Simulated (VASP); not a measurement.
Set up this calculation in VASP 6.6.1, as the native input.

| Quantity | Value |
| --- | --- |
| Task | single point |
| Functional | r2SCAN |
| Potentials or basis | VASP PAW PBE potentials, release 64 (Sr_sv, Cl) |
| Cutoff | 520 eV |
| k mesh | 6 × 6 × 6 |
| Occupations | gaussian, width 0.05 eV |
| Spin | no spin polarisation |
| Dipole correction | no |
| Further INCAR settings | ALGO = Normal; EDIFF = 1e-06; NBANDS = 19 |

The system is SrCl2.

```
Sr Cl
1.0
     0.00000    3.34608    3.62492
     3.34608    0.00000    3.62492
     3.34608    3.34608    0.00000
Sr Cl
1 2
Direct
  0.00000 0.00000 0.00000
  0.25000 0.25000 0.25000
  0.75000 0.75000 0.75000
```

This cell differs from its parent crystal: strain -0.040 along x and y, +0.040 along z.

These files were run (other wordings do the same):

POSCAR

```
SrCl2
1.0
    0.0000000000      3.3460800000      3.6249200000
    3.3460800000      0.0000000000      3.6249200000
    3.3460800000      3.3460800000      0.0000000000
Sr Cl
1 2
Direct
    0.0000000000      0.0000000000      0.0000000000
    0.2500000000      0.2500000000      0.2500000000
    0.7500000000      0.7500000000      0.7500000000
```

INCAR.step1

```
SYSTEM = SrCl2
PREC = Accurate
ENCUT = 520
ISMEAR = 0
SIGMA = 0.05
LREAL = .False.
LASPH = .True.
NELM = 60
NBANDS = 19
GGA = PE
ALGO = Normal
EDIFF = 1E-4
LWAVE = .True.
LCHARG = .False.
```

INCAR.step2

```
SYSTEM = SrCl2
PREC = Accurate
ENCUT = 520
EDIFF = 1E-6
ISMEAR = 0
SIGMA = 0.05
LREAL = .False.
LASPH = .True.
NELM = 60
ALGO = Normal
ISIF = 2
LWAVE = .False.
LCHARG = .True.
METAGGA = R2SCAN
LMIXTAU = .True.
LELF = .True.
LVHAR = .True.
NBANDS = 19
ISTART = 1
```

KPOINTS

```
regular mesh
0
Gamma
  6 6 6
  0 0 0
```

Potentials or basis: VASP PAW PBE potentials, release 64 (Sr_sv, Cl).

Command:

```bash
$ cat potpaw_PBE.64/Sr_sv/POTCAR potpaw_PBE.64/Cl/POTCAR > POTCAR
$ cp INCAR.step1 INCAR
$ mpirun -np 1 vasp_std > vasp.out
$ cp INCAR.step2 INCAR
$ mpirun -np 1 vasp_std > vasp.out
```

It gave:

```json
{
 "Pressure": "2.3 GPa",
 "Band gap on the k mesh": "5.57 eV, indirect (least direct gap 5.68 eV)"
}
```

Caveat: the cell differs from its parent crystal (strain -0.040 along x and y, +0.040 along z); the PAW data sets were made with another functional, which shifts forces and pressure a little.

Wall time 110 s on 1 thread of Intel(R) Xeon(R) 6975P-C (Granite Rapids), with other jobs on the host, peak memory 0.26 GiB.
